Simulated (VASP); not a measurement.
Set up this calculation in VASP 6.6.1, as the native input.

```yaml
Task: single point
Functional: r2SCAN
Potentials_or_basis: VASP PAW PBE potentials, release 64 (Ag)
Cutoff: 520 eV
k_mesh: 14 × 14 × 8
Occupations: fermi-dirac, width 0.1 eV
Spin: no spin polarisation
Dipole_correction: no
Further_INCAR_settings: ALGO = Normal; EDIFF = 1e-07; NBANDS = 18
```

Ag:

```
Ag
1.0
     2.87583    0.00000    0.00000
    -1.43792    2.49054    0.00000
     0.00000    0.00000    4.65084
Ag
2
Direct
  0.33333 0.66667 0.25000
  0.66667 0.33333 0.75000
```

This cell differs from its parent crystal: volume scaled by 0.96.

These files were run (other wordings do the same):

POSCAR

```
Ag
1.0
    2.8758313210      0.0000000000      0.0000000000
   -1.4379156605      2.4905429810      0.0000000000
    0.0000000000      0.0000000000      4.6508362993
Ag
2
Direct
    0.3333333333      0.6666666667      0.2500000000
    0.6666666667      0.3333333333      0.7500000000
```

INCAR.step1

```
SYSTEM = Ag
ALGO = Normal ; EDIFF = 1E-4
ENCUT = 520 ; GGA = PE
ISMEAR = -1 ; LASPH = .TRUE.
LCHARG = .FALSE. ; LREAL = .FALSE.
LWAVE = .TRUE. ; NBANDS = 18
NELM = 100 ; PREC = Accurate
SIGMA = 0.1
```

INCAR.step2

```
SYSTEM = Ag
ALGO = Normal ; EDIFF = 1E-7
ENCUT = 520 ; ISIF = 2
ISMEAR = -1 ; ISTART = 1
LASPH = .TRUE. ; LCHARG = .FALSE.
LMIXTAU = .TRUE. ; LREAL = .FALSE.
LWAVE = .FALSE. ; METAGGA = R2SCAN
NBANDS = 18 ; NELM = 100
PREC = Accurate ; SIGMA = 0.1
```

KPOINTS

```
k-points
0
G
  14 14 8
  0 0 0
```

Potentials or basis: VASP PAW PBE potentials, release 64 (Ag).

The run is started by

```bash
$ cat potpaw_PBE.64/Ag/POTCAR > POTCAR
$ cp INCAR.step1 INCAR
$ mpirun -np 1 vasp_std > vasp.out
$ cp INCAR.step2 INCAR
$ mpirun -np 1 vasp_std > vasp.out
```

It gave:

- Pressure: 4.8 GPa
- Band gap on the k mesh: zero (band 11 reaches 12.61 eV, above the bottom of band 12 at 5.00 eV)

Caveat: the PAW data sets were made with another functional, which shifts forces and pressure a little.

Run time: 3.6 min on 1 thread of Intel Xeon 6975P-C, with other jobs on the host, peak memory 0.2 GiB.
